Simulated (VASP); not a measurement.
# SiGe (P6_3mc) in VASP: a series of runs, part 2 of 3

VASP 6.6.1. The steps go on from the part before.

### Step 3. Single point, PBEsol (atoms shifted along a free coordinate)

The input, INCAR:

```
SYSTEM = SiGe
ALGO = Normal
EDIFF = 1E-6
ENCUT = 520
GGA = PS
ISIF = 2
ISMEAR = 0
LASPH = .True.
LCHARG = .False.
LREAL = .False.
LWAVE = .False.
NBANDS = 26
NELM = 100
PREC = Accurate
SIGMA = 0.03
```

The input, KPOINTS:

```
k-points
0
Gamma
  12 12 6
  0 0 0
```

The input, POSCAR:

```
SiGe
1.0
    4.0018446113      0.0000000000      0.0000000000
   -2.0009223057      3.4656990954      0.0000000000
    0.0000000000      0.0000000000      6.6106243379
Si Ge
2 2
Direct
    0.6666666667      0.3333333333      0.8745463082
    0.3333333333      0.6666666667      0.3745463082
    0.6666666667      0.3333333333      0.4771721773
    0.3333333333      0.6666666667     -0.0228278227
```

Potentials or basis: VASP PAW PBE potentials, release 64 (Si, Ge_d).

On the command line:

```sh
$ cat potpaw_PBE.64/Si/POTCAR potpaw_PBE.64/Ge_d/POTCAR > POTCAR
$ mpirun -np 1 vasp_std > vasp.out
```

OUTCAR:

```text
SYSTEM = SiGe
   EDIFF = 1E-6
   ENCUT = 520
   GGA = PS
   ISIF = 2
   ISMEAR = 0
   LASPH = .True.
   LREAL = .False.
   NELM = 100
   PREC = Accurate

 ion  position               nearest neighbor table
   1  0.667  0.333  0.875-   4 2.41   4 2.41   4 2.41   3 2.63
   2  0.333  0.667  0.375-   3 2.41   3 2.41   3 2.41   4 2.63
   3  0.667  0.333  0.477-   2 2.41   2 2.41   2 2.41   1 2.63
   4  0.333  0.667  0.977-   1 2.41   1 2.41   1 2.41   2 2.63

  LATTYP: Found a hexagonal cell.
 ALAT       =     4.0018446113
 C/A-ratio  =     1.6518943087

  Lattice vectors:

 A1 = (   4.0018446113,   0.0000000000,   0.0000000000)
 A2 = (  -2.0009223057,   3.4656990954,   0.0000000000)
 A3 = (   0.0000000000,   0.0000000000,   6.6106243379)

Analysis of symmetry for initial positions (statically):
=====================================================================
 Subroutine PRICEL returns:
 Original cell was already a primitive cell.

 Routine SETGRP: Setting up the symmetry group for a
 hexagonal supercell.

 Subroutine GETGRP returns: Found 12 space group operations
 (whereof  6 operations were pure point group operations)
 out of a pool of 24 trial point group operations.

The static configuration has the point symmetry C_3v.
 The point group associated with its full space group is C_6v.

Analysis of symmetry for dynamics (positions and initial velocities):
=====================================================================
 Subroutine PRICEL returns:
 Original cell was already a primitive cell.

 Routine SETGRP: Setting up the symmetry group for a
 hexagonal supercell.

 Subroutine GETGRP returns: Found 12 space group operations
 (whereof  6 operations were pure point group operations)
 out of a pool of 24 trial point group operations.
[... 121 lines left out ...]
   ISMEAR =     0;   SIGMA  =   0.03  broadening in eV -4-tet -1-fermi 0-gaus
   EFERMI_NEDOS =   21; number of points for ismear=-14 and -15
   IALGO  =     38    algorithm
   IMIX   =      4    mixing-type and parameters
     AMIX     =   0.40;   BMIX     =  1.00
     AMIX_MAG =   1.60;   BMIX_MAG =  1.00
  volume/ion in A,a.u.               =      22.92       154.68
  Fermi-wavevector in a.u.,A,eV,Ry     =   1.198794  2.265392 19.553021  1.437107
  Thomas-Fermi vector in A             =   2.334673
   LORBIT       =      0    0 simple, 1 ext, 2 COOP (PROOUT), +10 PAW based schemes
   GGA     = PS    functional components
   LHFCALC =     F    Hartree Fock is set to
   AEXX    =    0.0000 exact exchange contribution
   IVDW    =     0    specifies the selected vdW correction
   LEPSILON=     F    determine dielectric tensor
   LRPA    =     F    only Hartree local field effects (RPA)
 non-spin polarized calculation
 Gauss-broadening in eV      SIGMA  =   0.03
  energy-cutoff  :      520.00
  volume of cell :       91.68
 maximum number of plane-waves:      2539
 NGX is ok and might be reduce to    30
   NGX = 15   NGY = 15   NGZ = 25

 number of electron      36.0000025 magnetization

 Free energy of the ion-electron system (eV)
  ---------------------------------------------------
  ext. energy  EPLUGINS =         0.00000000
  ---------------------------------------------------
  free energy    TOTEN  =       -20.94095079 eV

  energy without entropy =      -20.94089644  energy(sigma->0) =      -20.94092361

 E-fermi :   5.0551     XC(G=0):  -9.5500

 val. band max:        5.0460312560   @ k =   0.5000   0.0000   0.0000
 cond. band min:       5.1272580182   @ k =   0.5000   0.0000   0.1667
 fundamental gap:      0.0812267623
 Fermi energy:         5.0550937713

 k-point     1 :       0.0000    0.0000    0.0000
  band No.  band energies     occupation
      1     -19.6981      2.00000
      2     -19.6981      2.00000
      3     -19.6978      2.00000
      4     -19.6972      2.00000
      5     -19.6963      2.00000
      6     -19.6963      2.00000
[... 685 lines left out ...]
     25      11.2774      0.00000
     26      11.8302      0.00000

 [... further k-points ...]

------------------------ aborting loop because EDIFF is reached ----------------------------------------

  FORCE on cell =-STRESS in cart. coord.  units (eV):
  Direction    XX          YY          ZZ          XY          YZ          ZX
  --------------------------------------------------------------------------------------
  -------------------------------------------------------------------------------------
  Total       -1.7130671     -1.7130671     -4.4115572      0.0000000     -0.0000000      0.0000000
  in kB      -29.9358365    -29.9358365    -77.0919344      0.0000000     -0.0000000      0.0000000
  external PRESSURE =     -45.6545358 kB  Pullay stress =       0.0000000 kB

 VOLUME and BASIS-vectors are now :
 -----------------------------------------------------------------------------
  energy-cutoff  :      520.00
  volume of cell :       91.68
      direct lattice vectors                 reciprocal lattice vectors
     4.001844611  0.000000000  0.000000000     0.249884765  0.144271036  0.000000000
    -2.000922306  3.465699095  0.000000000     0.000000000  0.288542073  0.000000000
     0.000000000  0.000000000  6.610624338     0.000000000  0.000000000  0.151271642

 POSITION                                       TOTAL-FORCE (eV/Angst)
 -----------------------------------------------------------------------------------
      2.00092      1.15523      5.78130        -0.000000      0.000000     -1.207962
     -0.00000      2.31047      2.47598        -0.000000     -0.000000     -1.207962
      2.00092      1.15523      3.15441        -0.000000      0.000000      1.207962
     -0.00000      2.31047      6.45972         0.000000      0.000000      1.207962
 -----------------------------------------------------------------------------------
    total drift:                               -0.000000     -0.000000     -0.002657

  FREE ENERGIE OF THE ION-ELECTRON SYSTEM (eV)
  ---------------------------------------------------
  free  energy   TOTEN  =       -20.9409507923 eV

  energy  without entropy=      -20.9408964354  energy(sigma->0) =      -20.94092361
```

OSZICAR:

```text
N       E                     dE             d eps       ncg     rms          rms(c)
DAV:   1     0.263199143461E+03    0.26320E+03   -0.17643E+04  4638   0.287E+03
DAV:   2     0.219075189036E+02   -0.24129E+03   -0.23299E+03  4024   0.635E+02
DAV:   3    -0.194799217611E+02   -0.41387E+02   -0.40986E+02  4800   0.154E+02
DAV:   4    -0.212066803765E+02   -0.17268E+01   -0.17237E+01  4734   0.349E+01
DAV:   5    -0.212439189144E+02   -0.37239E-01   -0.37230E-01  4804   0.573E+00    0.531E+00
DAV:   6    -0.210396500931E+02    0.20427E+00   -0.83869E-02  4786   0.244E+00    0.308E+00
DAV:   7    -0.209383250378E+02    0.10133E+00   -0.14256E-01  4300   0.266E+00    0.206E-01
DAV:   8    -0.209405629483E+02   -0.22379E-02   -0.14875E-02  4806   0.137E+00    0.108E-01
DAV:   9    -0.209408315051E+02   -0.26856E-03   -0.41110E-04  4740   0.158E-01    0.681E-02
DAV:  10    -0.209409348328E+02   -0.10333E-03   -0.11843E-04  4618   0.963E-02    0.183E-02
DAV:  11    -0.209409487251E+02   -0.13892E-04   -0.14517E-05  4642   0.228E-02    0.485E-03
DAV:  12    -0.209409506438E+02   -0.19187E-05   -0.21934E-06  3836   0.143E-02    0.227E-03
DAV:  13    -0.209409507923E+02   -0.14846E-06   -0.18987E-07  2810   0.351E-03
   1 F= -.20940951E+02 E0= -.20940924E+02  d E =-.543569E-04
```

It took 3.2 min on 1 thread of Intel Xeon 8259CL, shared host; peak memory 0.3 GiB.

Results:

| Property | Result |
| --- | --- |
| Free energy | -20.9410 eV |
| Pressure | -4.6 GPa |
| Largest force | 1.208 eV/Å |
| Band gap on the k mesh | zero (bands 18 and 19 overlap by 0.44 eV) |

Forces on the atoms (eV/Å):
```
Si   0.000  0.000 -1.208
Si   0.000  0.000 -1.208
Ge   0.000  0.000  1.208
Ge   0.000  0.000  1.208
```

Caveat: the cell differs from its parent crystal (atoms shifted along a free coordinate); the cell stands under tension; semilocal functionals underestimate gaps, and a narrow one can read as zero; the PAW data sets were made with another functional, which shifts forces and pressure a little.

(Part 2 of 3 ends here.)

The gap in the log of VASP goes by the Fermi energy; the results here count the filled bands.